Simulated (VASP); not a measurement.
# GaP (F-43m) in VASP: G0W0 quasiparticle levels with PBE

Aim: the G0W0 quasiparticle levels of GaP with PBE.

Everything below comes from runs of VASP 6.6.1. Logs are shortened: lines on timing, memory, paths and dates and some standing lists are left out, and cuts for length are marked.

**1. The cell of the first run**

The structure is cubic, space group F-43m (No. 216). The conventional cell has a = 5.451 Å, b = 5.451 Å, c = 5.451 Å, α = 90.00°, β = 90.00°, γ = 90.00°. Within 3.1 Å of Ga (site symmetry -43m) lie 4 P at 2.36 Å. Within 3.1 Å of P (site symmetry -43m) lie 4 Ga at 2.36 Å.

**2. G0W0 quasiparticle levels, PBE**

POSCAR

```
GaP
1.0
    0.0000000000      2.7254102062      2.7254102062
    2.7254102062      0.0000000000      2.7254102062
    2.7254102062      2.7254102062      0.0000000000
Ga P
1 1
Direct
    0.0000000000      0.0000000000      0.0000000000
    0.2500000000      0.2500000000      0.2500000000
```

INCAR.step1

```
PREC = Accurate
ENCUT = 500
EDIFF = 1E-8
ISMEAR = 0
SIGMA = 0.01
LREAL = F
LASPH = T
NELM = 100
ALGO = Normal
LWAVE = T
LCHARG = F
GGA = PE
```

INCAR.step2

```
PREC = Accurate
ENCUT = 500
EDIFF = 1E-8
ISMEAR = 0
SIGMA = 0.01
LREAL = F
LASPH = T
NELM = 1
ALGO = Exact
LWAVE = T
LCHARG = F
GGA = PE
NBANDS = 74
LOPTICS = T
ISTART = 1
```

INCAR.step3

```
PREC = Accurate
ENCUT = 500
EDIFF = 1E-8
ISMEAR = 0
SIGMA = 0.01
LREAL = F
LASPH = T
ALGO = EVGW0
LWAVE = F
LCHARG = F
GGA = PE
NELMGW = 1
NBANDS = 74
ENCUTGW = 80.0
NOMEGA = 48
PRECFOCK = Fast
ISTART = 1
NBANDSGW = 17
```

KPOINTS

```
Automatic mesh
0
Gamma
  4 4 4
```

Potentials or basis: VASP PAW PBE potentials, release 64 (Ga_d_GW, P_GW).

On the command line:

```console
$ cat potpaw_PBE.64/Ga_d_GW/POTCAR potpaw_PBE.64/P_GW/POTCAR > POTCAR
$ cp INCAR.step1 INCAR
$ mpirun -np 1 vasp_std > vasp.out
$ cp INCAR.step2 INCAR
$ mpirun -np 1 vasp_std > vasp.out
$ cp INCAR.step3 INCAR
$ mpirun -np 1 vasp_std > vasp.out
```

OUTCAR:

```text
PREC = Accurate
   ENCUT = 500
   EDIFF = 1E-8
   ISMEAR = 0
   LREAL = F
   LASPH = T
   GGA = PE
   NELMGW = 1
   ENCUTGW = 80.0
   PRECFOCK = Fast
   ISTART = 1

 ion  position               nearest neighbor table
   1  0.000  0.000  0.000-   2 2.36   2 2.36   2 2.36   2 2.36
   2  0.250  0.250  0.250-   1 2.36   1 2.36   1 2.36   1 2.36

  LATTYP: Found a face centered cubic cell.
 ALAT       =     5.4508204124

  Lattice vectors:

 A1 = (   0.0000000000,   2.7254102062,   2.7254102062)
 A2 = (   2.7254102062,   0.0000000000,   2.7254102062)
 A3 = (   2.7254102062,   2.7254102062,   0.0000000000)

Analysis of symmetry for initial positions (statically):
=====================================================================
 Subroutine PRICEL returns:
 Original cell was already a primitive cell.

 Routine SETGRP: Setting up the symmetry group for a
 face centered cubic supercell.

 Subroutine GETGRP returns: Found 24 space group operations
 (whereof 24 operations were pure point group operations)
 out of a pool of 48 trial point group operations.

The static configuration has the point symmetry T_d .

Analysis of symmetry for dynamics (positions and initial velocities):
=====================================================================
 Subroutine PRICEL returns:
 Original cell was already a primitive cell.

 Routine SETGRP: Setting up the symmetry group for a
 face centered cubic supercell.

 Subroutine GETGRP returns: Found 24 space group operations
 (whereof 24 operations were pure point group operations)
 out of a pool of 48 trial point group operations.

The dynamic configuration has the point symmetry T_d .

 Subroutine INISYM returns: Found 24 space group operations
 (whereof 24 operations are pure point group operations),
 and found     1 'primitive' translations

----------------------------------------------------------------------------------------

                                     Primitive cell

  volume of cell :      40.4879

  direct lattice vectors                    reciprocal lattice vectors
     0.000000000  2.725410206  2.725410206    -0.183458622  0.183458622  0.183458622
     2.725410206  0.000000000  2.725410206     0.183458622 -0.183458622  0.183458622
     2.725410206  2.725410206  0.000000000     0.183458622  0.183458622 -0.183458622

  length of vectors
     3.854312077  3.854312077  3.854312077     0.317759654  0.317759654  0.317759654

  position of ions in fractional coordinates (direct lattice)
     0.000000000  0.000000000  0.000000000
     0.250000000  0.250000000  0.250000000

  ion indices of the primitive-cell ions
   primitive index   ion index
                 1           1
                 2           2

----------------------------------------------------------------------------------------

 KPOINTS: Automatic mesh

Automatic generation of k-mesh.
 Grid dimensions read from file:
 generate k-points for:    4    4    4

 Generating k-lattice:

  Cartesian coordinates                     Fractional coordinates (reciprocal lattice)
    -0.045864655  0.045864655  0.045864655     0.250000000  0.000000000  0.000000000
     0.045864655 -0.045864655  0.045864655     0.000000000  0.250000000  0.000000000
     0.045864655  0.045864655 -0.045864655     0.000000000  0.000000000  0.250000000

  Length of vectors
     0.079439913  0.079439913  0.079439913

  Shift w.r.t. Gamma in fractional coordinates (k-lattice)
     0.000000000  0.000000000  0.000000000

 Subroutine IBZKPT returns following result:
 ===========================================

 Found      8 irreducible k-points:

 Following reciprocal coordinates:
            Coordinates               Weight
  0.000000  0.000000  0.000000      1.000000
  0.250000  0.000000  0.000000      8.000000
  0.500000  0.000000  0.000000      4.000000
  0.250000  0.250000  0.000000      6.000000
  0.500000  0.250000  0.000000     24.000000
 -0.250000  0.250000  0.000000     12.000000
  0.500000  0.500000  0.000000      3.000000
 -0.250000  0.500000  0.250000      6.000000
   k-points           NKPTS =      8   k-points in BZ     NKDIM =     64   number of bands    NBANDS=     74
   number of dos      NEDOS =    301   number of ions     NIONS =      2
   total plane-waves  NPLWV =  21952
   dimension x,y,z NGX =    28 NGY =   28 NGZ =   28
   dimension x,y,z NGXF=    56 NGYF=   56 NGZF=   56
   ions per type =               1   1
   NGX,Y,Z   is equivalent  to a cutoff of  12.08, 12.08, 12.08 a.u.
   NGXF,Y,Z  is equivalent  to a cutoff of  24.15, 24.15, 24.15 a.u.
 SYSTEM =  unknown system
   PREC   = accura    normal or accurate (medium, high low for compatibility)
   ISTART =      1    job   : 0-new  1-cont  2-samecut
   ICHARG =      0    charge: 1-file 2-atom 10-const
   ISPIN  =      1    spin polarized calculation?
   LNONCOLLINEAR =      F non collinear calculations
   LSORBIT =      F    spin-orbit coupling
   LASPH  =      T    aspherical Exc in radial PAW
   ENCUT  =  500.0 eV  36.75 Ry    6.06 a.u.   7.03  7.03  7.03*2*pi/ulx,y,z
   NELM   =     60;   NELMIN=  2; NELMDL=  0     # of ELM steps
   EDIFF  = 0.1E-07   stopping-criterion for ELM
   LREAL  =      F    real-space projection
   EDIFFG = 0.1E-06   stopping-criterion for IOM
   NSW    =      0    number of steps for IOM
   IBRION =     -1    ionic relax: 0-MD 1-quasi-New 2-CG
   NFREE  =      0    steps in history (QN), initial steepest desc. (CG)
   ISIF   =      0    stress and relaxation
   ISYM   =      3    0-nonsym 1-usesym 2-fastsym
   POTIM  = 0.5000    time-step for ionic-motion
   TEBEG  =    0.0;   TEEND  =   0.0 temperature during run
   PSTRESS=    0.0 pullay stress
   NELECT =      18.0000    total number of electrons
   NUPDOWN=      -1.0000    fix difference up-down
   EMIN   =  10.00;   EMAX   =-10.00  energy-range for DOS
   EFERMI =   0.00;   METHOD = LEGACY
   ISMEAR =     0;   SIGMA  =   0.01  broadening in eV -4-tet -1-fermi 0-gaus
   EFERMI_NEDOS =   21; number of points for ismear=-14 and -15
   IALGO  =     38    algorithm
   IMIX   =      4    mixing-type and parameters
     AMIX     =   0.40;   BMIX     =  1.00
     AMIX_MAG =   1.60;   BMIX_MAG =  1.00
  volume/ion in A,a.u.               =      20.24       136.61
  Fermi-wavevector in a.u.,A,eV,Ry     =   1.249464  2.361145 21.240879  1.561161
  Thomas-Fermi vector in A             =   2.383503
   LORBIT       =      0    0 simple, 1 ext, 2 COOP (PROOUT), +10 PAW based schemes
   GGA     = PE    functional components
   LHFCALC =     T    Hartree Fock is set to
   PRECFOCK=fast      Normal, Fast or Accurate (Low or Medium for compatibility)
   ENCUT4O =  -1.0   cutoff for four orbital integrals eV
   NKREDX  =     1    reduce k-point grid by
   NKREDY  =     1    reduce k-point grid by
   NKREDZ  =     1    reduce k-point grid by
   AEXX    =    1.0000 exact exchange contribution
   HFSCREEN=    0.0000 screening length (either q_TF or 0.3 A-1)
   HFSCREENC=   0.0000 screening length for correlation (either q_TF or 0.3 A-1)
   ENCUTFOCK=  -1.0 apply spherical cutoff to Coloumb kernel
   IVDW    =     0    specifies the selected vdW correction
   LEPSILON=     F    determine dielectric tensor
   LRPA    =     F    only Hartree local field effects (RPA)
   LRPAFORCE           =     F    calculate RPA forces
   ENCUTGW             =  80.0    cutoff for response function in eV
   ENCUTGWSOFT         =  64.0    soft cutoff for Coulomb kernel in GW response function in eV
   ENCUTLF             =  -1.0    cutoff for local field effects
   NELMGW              =     1    number of iterations in solving QP/BSE equation
   NELMHF              =     1    number of iterations in the inner HF iteration
   NKREDLFX            =     1    NKREDLFY  =   1   NKREDLFZ  =   1
 non-spin polarized calculation
 Gauss-broadening in eV      SIGMA  =   0.01
  energy-cutoff  :      500.00
  volume of cell :       40.49
 maximum number of plane-waves:      1056
  NGX = 16; NGY = 16; NGZ = 16
   NGX = 13   NGY = 13   NGZ = 13
 maximum number of plane-waves:        70
 NGX is ok and might be reduce to    14

 QP shifts <psi_nk| G(iteration)W_0 |psi_nk>: iteration 1
 for sc-GW calculations column KS-energies equals QP-energies in previous step
 and V_xc(KS)=  KS-energies - (<T + V_ion + V_H > + <T+V_H+V_ion>^1  + <V_x>^1)

 k-point   1 :       0.0000    0.0000    0.0000
  band No.  KS-energies  QP-energies   sigma(KS)   V_xc(KS)     V^pw_x(r,r')   Z            occupation Imag(sigma)

      1     -10.1885     -13.2135     -26.0706     -21.6816     -35.0056       0.6892       2.0000       0.2432
      2     -10.1885     -13.2135     -26.0706     -21.6816     -35.0056       0.6892       2.0000       0.2432
      3     -10.1885     -13.2135     -26.0706     -21.6816     -35.0056       0.6892       2.0000       0.2432
      4     -10.0905     -13.1562     -26.2413     -21.8041     -35.1390       0.6909       2.0000       0.2086
      5     -10.0905     -13.1562     -26.2413     -21.8041     -35.1390       0.6909       2.0000       0.2086
      6      -8.0954      -8.4371     -11.8897     -11.3612     -18.6674       0.6464       2.0000       1.0637
[... 9 lines left out ...]
     16      14.1085      14.4994     -10.3075     -10.8308      -5.0048       0.7470       0.0000      -0.2690
     17      16.8209      16.7812      -8.2762      -8.2234      -2.4418       0.7519       0.0000      -0.5028

 k-point   2 :       0.2500    0.0000    0.0000
  band No.  KS-energies  QP-energies   sigma(KS)   V_xc(KS)     V^pw_x(r,r')   Z            occupation Imag(sigma)

      1     -10.2317     -13.1841     -25.7559     -21.4602     -34.6777       0.6873       2.0000       0.2646
      2     -10.1742     -13.2079     -26.1041     -21.7089     -35.0393       0.6902       2.0000       0.2417
      3     -10.1742     -13.2079     -26.1041     -21.7089     -35.0393       0.6902       2.0000       0.2417
      4     -10.0897     -13.1636     -26.2426     -21.8062     -35.1436       0.6929       2.0000       0.2087
      5     -10.0897     -13.1636     -26.2426     -21.8062     -35.1436       0.6929       2.0000       0.2087
      6      -7.3198      -7.7139     -12.3163     -11.7327     -18.8629       0.6752       2.0000       0.9943
[... 9 lines left out ...]
     16      14.3142      14.2586      -7.9778      -7.9046      -2.4757       0.7600       0.0000      -0.3472
     17      17.4789      17.6243      -8.8814      -9.0747      -2.9312       0.7519       0.0000      -0.5662

 k-point   3 :       0.5000    0.0000    0.0000
  band No.  KS-energies  QP-energies   sigma(KS)   V_xc(KS)     V^pw_x(r,r')   Z            occupation Imag(sigma)
[... 85 lines left out ...]
      1     -10.3044     -13.1886     -25.5293     -21.3051     -34.4547       0.6828       2.0000       0.2814
      2     -10.1264     -13.1564     -26.1088     -21.6999     -34.9982       0.6873       2.0000       0.2153
      3     -10.1243     -13.2052     -26.2330     -21.8133     -35.1754       0.6971       2.0000       0.2370
      4     -10.1243     -13.2052     -26.2330     -21.8133     -35.1754       0.6971       2.0000       0.2370
      5     -10.0693     -13.1651     -26.2826     -21.8450     -35.1948       0.6976       2.0000       0.2063
      6      -5.1227      -5.4779     -13.1894     -12.6749     -19.1285       0.6903       2.0000       0.7308
[... 9 lines left out ...]
     16      17.2921      17.6645     -10.5823     -11.0733      -4.6428       0.7586       0.0000      -0.5756
     17      17.2921      17.6645     -10.5823     -11.0733      -4.6428       0.7586       0.0000      -0.5756

 k-point   8 :      -0.2500    0.5000    0.2500
  band No.  KS-energies  QP-energies   sigma(KS)   V_xc(KS)     V^pw_x(r,r')   Z            occupation Imag(sigma)

      1     -10.2853     -13.1649     -25.5421     -21.3228     -34.4732       0.6825       2.0000       0.2827
      2     -10.1509     -13.2092     -26.1708     -21.7573     -35.1036       0.6929       2.0000       0.2360
      3     -10.1298     -13.1902     -26.1864     -21.7755     -35.1210       0.6938       2.0000       0.2346
      4     -10.1059     -13.1606     -26.2060     -21.7779     -35.1081       0.6899       2.0000       0.2127
      5     -10.0822     -13.1578     -26.2474     -21.8144     -35.1538       0.6938       2.0000       0.2075
      6      -5.0302      -5.4000     -13.3823     -12.8510     -19.3210       0.6961       2.0000       0.7161
[... 9 lines left out ...]
     16      18.0432      18.5970     -10.4511     -11.1972      -4.0444       0.7423       0.0000      -0.6684
     17      18.2364      18.4821      -9.9000     -10.2270      -3.7256       0.7513       0.0000      -0.6691
```

Run time: 60 s. Hardware: 1 thread of AMD EPYC 9R45 (Zen 5), shared host; peak memory 0.34 GiB.

Results:

```
Quasiparticle gap                                   : 1.97 eV
Least direct quasiparticle gap                      : 2.73 eV
Band gap of the starting levels on the mesh         : 1.63 eV
Least direct gap of the starting levels on the mesh : 1.81 eV
```

Caveat: the k points lie up to 0.50 Å⁻¹ apart; bands, screening cutoff and mesh are small and nothing is extrapolated, so the quasiparticle values aren't converged.
